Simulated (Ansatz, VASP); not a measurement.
## HgBr3 in VASP and in Ansatz

File INCAR:

```
PREC = Accurate
ENCUT = 520
EDIFF = 1E-6
ISMEAR = 0
SIGMA = 0.15
LREAL = F
LASPH = T
NELM = 80
ALGO = Normal
ISIF = 2
LWAVE = F
LCHARG = T
GGA = PE
LELF = T
LVHAR = T
NBANDS = 43
```

Contents of KPOINTS:

```
Automatic mesh
0
Gamma
  3 3 6
```

The input POSCAR:

```
HgBr3
1.0
    8.9451800000      0.0000000000      0.0000000000
   -4.4725900000      7.7467530000      0.0000000000
    0.0000000000      0.0000000000      3.8431410000
Hg Br
2 6
Direct
    0.6666670000      0.3333330000      0.2500000000
    0.3333330000      0.6666670000      0.7500000000
    0.3933280000      0.1966640000      0.7500000000
    0.8033360000      0.1966640000      0.7500000000
    0.8033360000      0.6066720000      0.7500000000
    0.6066720000      0.8033360000      0.2500000000
    0.1966640000      0.8033360000      0.2500000000
    0.1966640000      0.3933280000      0.2500000000
```

Input for Ansatz:

```yaml
crystal:
  lattice:
    - [8.94518, 0.0, 0.0]
    - [-4.47259, 7.746753, 0.0]
    - [0.0, 0.0, 3.843141]
  atoms:
    - { symbol: Hg, position: [0.666667, 0.333333, 0.25] }
    - { symbol: Hg, position: [0.333333, 0.666667, 0.75] }
    - { symbol: Br, position: [0.393328, 0.196664, 0.75] }
    - { symbol: Br, position: [0.803336, 0.196664, 0.75] }
    - { symbol: Br, position: [0.803336, 0.606672, 0.75] }
    - { symbol: Br, position: [0.606672, 0.803336, 0.25] }
    - { symbol: Br, position: [0.196664, 0.803336, 0.25] }
    - { symbol: Br, position: [0.196664, 0.393328, 0.25] }
kpoints:
  mp_grid: { grid: [3, 3, 6] }
hamiltonian:
  xc: pbe
scf:
  occupations: { method: gaussian, width: 0.15 }
  eigensolver: { kind: davidson }
basis:
  ecutwfc: 470
  precision: f64
output:
  forces: true
  stress: true
```

Alike in both runs: task single point; functional PBE; k mesh 3 × 3 × 6; occupations gaussian, width 0.15 eV; no spin polarisation.

|  | VASP | Ansatz |
| --- | --- | --- |
| version | VASP 6.6.1 | Ansatz 0.2.0 |
| potentials or method | VASP PAW PBE potentials, release 64 (Hg, Br), cutoff 520 eV | plane waves, PAW |
| valence electrons in the cell | 66 | 82 |

```csv
,VASP,Ansatz,Ansatz less VASP
pressure (GPa),0.0,-0.1,-0.11
"traceless stress, the component that is largest in VASP (GPa)",-0.14,-0.19,-0.050
rms of the force components (eV/Å),0.024,0.038,+0.0141
```

Atom by atom the forces differ by 0.014 eV/Å (rms over components). VASP's potentials hold 66 valence electrons a cell and Ansatz's 82, so a difference there can come from the potentials and not from the codes. Ansatz's warnings: structure snapped to symmetry.

Neither program's run includes spin-orbit coupling.
